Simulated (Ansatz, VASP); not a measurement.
# One calculation of GaN, two programs

```xyz
2
Lattice="0.0000 2.1552 2.1552 2.1552 0.0000 2.1552 2.1552 2.1552 0.0000" Properties=species:S:1:pos:R:3 pbc="T T T"
Ga    2.1552    2.1552    2.1552
N     0.0000    0.0000    0.0000
```

Alike in both runs: task single point; functional PBE; k mesh 8 × 8 × 8; no spin polarisation.

|  | VASP | Ansatz |
| --- | --- | --- |
| version | VASP 6.6.1 | Ansatz 0.2.0 |
| potentials or method | VASP PAW PBE potentials, release 64 (Ga_d, N) | plane waves, PAW |
| plane-wave cutoff (eV) | 520 | 420 |
| occupations | gaussian, width 0.01 eV | fixed |
| valence electrons in the cell | 18 | 18 |

Ansatz gave:

| Item | Value |
| --- | --- |
| gap on the k mesh at the Fermi level (eV) | 0.25 |
| pressure (GPa) | -5.8 |

What did VASP give for the same quantities?

gap on the k mesh at the Fermi level (eV): 0.25; pressure (GPa): -5.1.
